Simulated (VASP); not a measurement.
# Ti (P6_3/mmc) in VASP: vibrations by perturbation theory with LDA

Aim: the vibrations by perturbation theory of Ti with LDA.

All numbers are computed with VASP 6.6.1; they aren't measurements. Logs are shortened: lines on timing, memory, paths and dates and some standing lists are left out, and cuts for length are marked.

### Step 1. The cell of the first run

It takes space group P6_3/mmc (No. 194, hexagonal). Conventional cell: a = 2.845 Å, b = 2.845 Å, c = 4.518 Å, α = 90.00°, β = 90.00°, γ = 120.00°. Within 3.7 Å of Ti (site symmetry -6m2) lie 12 Ti at 2.79 to 2.84 Å.

### Step 2. Vibrations by perturbation theory, LDA (15.83 Å³/atom)

INCAR

```
SYSTEM = Ti
  ALGO = Fast
  EDIFF = 1E-8
  ENCUT = 520
  IBRION = 8
  ISIF = 2
  ISMEAR = -1
  LASPH = .True.
  LCHARG = .False.
  LREAL = .False.
  LWAVE = .False.
  NELM = 100
  NSW = 1
  PREC = Accurate
  SIGMA = 0.15
```

KPOINTS

```
k-points
0
Gamma
  18 18 10
  0 0 0
```

POSCAR

```
Ti
1.0
    2.8446349415      0.0000000000      0.0000000000
   -1.4223174708      2.4635261238      0.0000000000
    0.0000000000      0.0000000000      4.5182467941
Ti
2
Direct
    0.3333333333      0.6666666667      0.2500000000
    0.6666666667      0.3333333333      0.7500000000
```

Potentials or basis: VASP PAW LDA potentials, release 64 (Ti_sv).

Started as:

```sh
cat potpaw_LDA.64/Ti_sv/POTCAR > POTCAR
mpirun -np 1 vasp_std > vasp.out
```

OUTCAR:

```text
SYSTEM = Ti
   EDIFF = 1E-8
   ENCUT = 520
   IBRION = 8
   ISIF = 2
   ISMEAR = -1
   LASPH = .True.
   LREAL = .False.
   NELM = 100
   NSW = 1
   PREC = Accurate

 ion  position               nearest neighbor table
   1  0.333  0.667  0.250-   2 2.79   2 2.79   2 2.79   2 2.79   2 2.79   2 2.79
   2  0.667  0.333  0.750-   1 2.79   1 2.79   1 2.79   1 2.79   1 2.79   1 2.79

  LATTYP: Found a hexagonal cell.
 ALAT       =     2.8446349415
 C/A-ratio  =     1.5883397649

  Lattice vectors:

 A1 = (   2.8446349415,   0.0000000000,   0.0000000000)
 A2 = (  -1.4223174708,   2.4635261238,   0.0000000000)
 A3 = (   0.0000000000,   0.0000000000,   4.5182467941)

Analysis of symmetry for initial positions (statically):
=====================================================================
 Subroutine PRICEL returns:
 Original cell was already a primitive cell.

 Routine SETGRP: Setting up the symmetry group for a
 hexagonal supercell.

 Subroutine GETGRP returns: Found 24 space group operations
 (whereof 12 operations were pure point group operations)
 out of a pool of 24 trial point group operations.

The static configuration has the point symmetry D_3d.
 The point group associated with its full space group is D_6h.

Analysis of symmetry for dynamics (positions and initial velocities):
=====================================================================
 Subroutine PRICEL returns:
 Original cell was already a primitive cell.

 Routine SETGRP: Setting up the symmetry group for a
 hexagonal supercell.

 Subroutine GETGRP returns: Found 24 space group operations
 (whereof 12 operations were pure point group operations)
 out of a pool of 24 trial point group operations.

The dynamic configuration has the point symmetry D_3d.
 The point group associated with its full space group is D_6h.

 Subroutine INISYM returns: Found 24 space group operations
 (whereof 12 operations are pure point group operations),
 and found     1 'primitive' translations

----------------------------------------------------------------------------------------

                                     Primitive cell

  volume of cell :      31.6631

  direct lattice vectors                    reciprocal lattice vectors
     2.844634941  0.000000000  0.000000000     0.351538957  0.202961111  0.000000000
    -1.422317471  2.463526124  0.000000000     0.000000000  0.405922223  0.000000000
     0.000000000  0.000000000  4.518246794     0.000000000  0.000000000  0.221324785

  length of vectors
     2.844634941  2.844634941  4.518246794     0.405922223  0.405922223  0.221324785

  position of ions in fractional coordinates (direct lattice)
     0.333333333  0.666666667  0.250000000
     0.666666667  0.333333333  0.750000000

  ion indices of the primitive-cell ions
   primitive index   ion index
                 1           1
                 2           2

----------------------------------------------------------------------------------------

 KPOINTS: k-points

Automatic generation of k-mesh.
 Grid dimensions read from file:
 generate k-points for:   18   18   10

 Generating k-lattice:

  Cartesian coordinates                     Fractional coordinates (reciprocal lattice)
     0.019529942  0.011275617  0.000000000     0.055555556  0.000000000  0.000000000
     0.000000000  0.022551235  0.000000000     0.000000000  0.055555556  0.000000000
     0.000000000  0.000000000  0.022132478     0.000000000  0.000000000  0.100000000

[... 79 lines left out ...]
  Thomas-Fermi vector in A             =   2.605159
   LORBIT       =      0    0 simple, 1 ext, 2 COOP (PROOUT), +10 PAW based schemes
   GGA     = CA    functional components
   LHFCALC =     F    Hartree Fock is set to
   AEXX    =    0.0000 exact exchange contribution
   IVDW    =     0    specifies the selected vdW correction
   LEPSILON=     F    determine dielectric tensor
   LRPA    =     F    only Hartree local field effects (RPA)
 non-spin polarized calculation
 RMM-DIIS sequential band-by-band and
  energy-cutoff  :      520.00
  volume of cell :       31.66
 maximum number of plane-waves:       868
 NGX is ok and might be reduce to    24
   NGX = 11   NGY = 11   NGZ = 17

--------------------------------------- Ionic step        1  -------------------------------------------

 number of electron      24.0000005 magnetization

 Free energy of the ion-electron system (eV)
  ---------------------------------------------------
  ext. energy  EPLUGINS =         0.00000000
  ---------------------------------------------------
  free energy    TOTEN  =       -17.17843054 eV

  energy without entropy =      -17.00283636  energy(sigma->0) =      -17.09063345

 E-fermi :   9.0594     XC(G=0): -12.2339

 val. band max:        9.0451438228   @ k =   0.2778   0.2222   0.5000
 cond. band min:       9.0686683796   @ k =   0.2778   0.2778   0.3000
 fundamental gap:      0.0235245568
 Fermi energy:         9.0594465729

 k-point     1 :       0.0000    0.0000    0.0000
  band No.  band energies     occupation
      1     -46.9003      2.00000
      2     -46.6930      2.00000
      3     -23.9841      2.00000
      4     -23.1269      2.00000
      5     -23.1269      2.00000
      6     -23.0060      2.00000
[... 433 lines left out ...]
      3     -23.7544      2.00000
      4     -23.5899      2.00000
      5     -23.5592      2.00000
      6     -23.3595      2.00000
[... 8 lines left out ...]
     15      10.3931      0.00028
     16      12.5950      0.00000

 [... further k-points ...]
[... 5 lines left out ...]
  --------------------------------------------------------------------------------------
  -------------------------------------------------------------------------------------
  Total        0.4709197      0.4709197      0.4775554     -0.0000000      0.0000000      0.0000000
  in kB       23.8288892     23.8288892     24.1646587     -0.0000000      0.0000000      0.0000000
  external PRESSURE =      23.9408124 kB  Pullay stress =       0.0000000 kB

 VOLUME and BASIS-vectors are now :
 -----------------------------------------------------------------------------
  energy-cutoff  :      520.00
  volume of cell :       31.66
      direct lattice vectors                 reciprocal lattice vectors
     2.844634941  0.000000000  0.000000000     0.351538957  0.202961111  0.000000000
    -1.422317471  2.463526124  0.000000000     0.000000000  0.405922223  0.000000000
     0.000000000  0.000000000  4.518246794     0.000000000  0.000000000  0.221324785

 POSITION                                       TOTAL-FORCE (eV/Angst)
 -----------------------------------------------------------------------------------
     -0.00000      1.64235      1.12956         0.000000     -0.000000      0.000000
      1.42232      0.82118      3.38869        -0.000000      0.000000      0.000000
 -----------------------------------------------------------------------------------
    total drift:                               -0.000000      0.000000     -0.000000

  FREE ENERGIE OF THE ION-ELECTRON SYSTEM (eV)
  ---------------------------------------------------
  free  energy   TOTEN  =       -17.1784305404 eV

  energy  without entropy=      -17.0028363638  energy(sigma->0) =      -17.09063345

[... ionic steps 2 to 3 ...]

--------------------------------------- Ionic step        4  -------------------------------------------

------------------------ aborting loop because EDIFF is reached ----------------------------------------

[... ionic steps 5 to 5 ...]

--------------------------------------- Ionic step        6  -------------------------------------------

 Free energy of the ion-electron system (eV)
  ---------------------------------------------------
  ---------------------------------------------------
  free energy    TOTEN  =        -0.61895642 eV

  energy without entropy =       -0.61895642

------------------------ aborting loop because EDIFF is reached ----------------------------------------

 INTERNAL STRAIN TENSOR  FOR ION    1  DIRECTION 3   (eV/Angst):
 -----------------------------------------------------------------------------
    -0.02021  0.00000 -0.00000
     0.00000 -0.02021 -0.00000
    -0.00000 -0.00000  0.04079

 INTERNAL STRAIN TENSOR FOR ION    2 for displacements in x,y,z  (eV/Angst):
          X           Y           Z          XY          YZ          ZX
  --------------------------------------------------------------------------------
  x    -0.00000     0.00000     0.00000     2.16419     0.00000     0.00000
  y     2.16419    -2.16419     0.00000     0.00000     0.00000     0.00000
  z     0.00000    -0.00000    -0.00000     0.00000     0.00000     0.00000

 SECOND DERIVATIVES (NOT SYMMETRIZED)
 ------------------------------------
               1X          1Y          1Z          2X          2Y          2Z
  1X    -0.791427    0.000000    0.000000    0.791427   -0.000000    0.000000
  1Y     0.000000   -0.791427    0.000000   -0.000000    0.791427    0.000000
  1Z    -0.000000    0.000000   -4.733090    0.000000   -0.000000    4.733090
  2X     0.791427   -0.000000    0.000000   -0.791427    0.000000    0.000000
  2Y    -0.000000    0.791427    0.000000    0.000000   -0.791427    0.000000
  2Z     0.000000   -0.000000    4.733090   -0.000000    0.000000   -4.733090

 Eigenvectors and eigenvalues of the dynamical matrix
 ----------------------------------------------------

   1 f  =    6.951220 THz    43.675802 2PiTHz  231.867731 cm-1    28.747922 meV
             X         Y         Z           dx          dy          dz
     -0.000000  1.642351  1.129562    -0.000000    0.000000   -0.707107
      1.422317  0.821175  3.388685     0.000000    0.000000    0.707107
[... 16 lines left out ...]
   5 f  =    0.000000 THz     0.000000 2PiTHz    0.000000 cm-1     0.000000 meV
             X         Y         Z           dx          dy          dz
     -0.000000  1.642351  1.129562     0.000000   -0.000000    0.707107
      1.422317  0.821175  3.388685    -0.000000    0.000000    0.707107

   6 f/i=    0.000000 THz     0.000000 2PiTHz    0.000001 cm-1     0.000000 meV
             X         Y         Z           dx          dy          dz
     -0.000000  1.642351  1.129562     0.594808    0.382366    0.000000
      1.422317  0.821175  3.388685     0.594808    0.382366    0.000000

--------------------------------------------------------------------------------------------------------

 ELASTIC MODULI CONTR FROM IONIC RELAXATION (kBar)
 Direction    XX          YY          ZZ          XY          YZ          ZX
 --------------------------------------------------------------------------------
 XX        -299.4582    299.4582      0.0000      0.0000     -0.0000     -0.0000
 YY         299.4582   -299.4582     -0.0000      0.0000      0.0000      0.0000
 ZZ           0.0000     -0.0000     -0.0000     -0.0000      0.0000      0.0000
 XY           0.0000      0.0000     -0.0000   -299.4582     -0.0000     -0.0000
 YZ          -0.0000      0.0000      0.0000     -0.0000     -0.0000     -0.0000
 ZX          -0.0000      0.0000      0.0000     -0.0000     -0.0000     -0.0000
 --------------------------------------------------------------------------------
```

Run time: 53 min. Hardware: 1 thread of Intel Xeon 8259CL, shared host; peak memory 0.95 GiB.

Results:

| Item | Value |
| --- | --- |
| Highest phonon frequency at Γ | 232 cm⁻¹ |

Phonon frequencies in cm⁻¹ (negative: imaginary):
| q point | frequencies |
| --- | --- |
| (0.000, 0.000, 0.000) | 0 0 0 95 95 232 |

Caveat: the cell stands under pressure or tension, which shifts response properties.
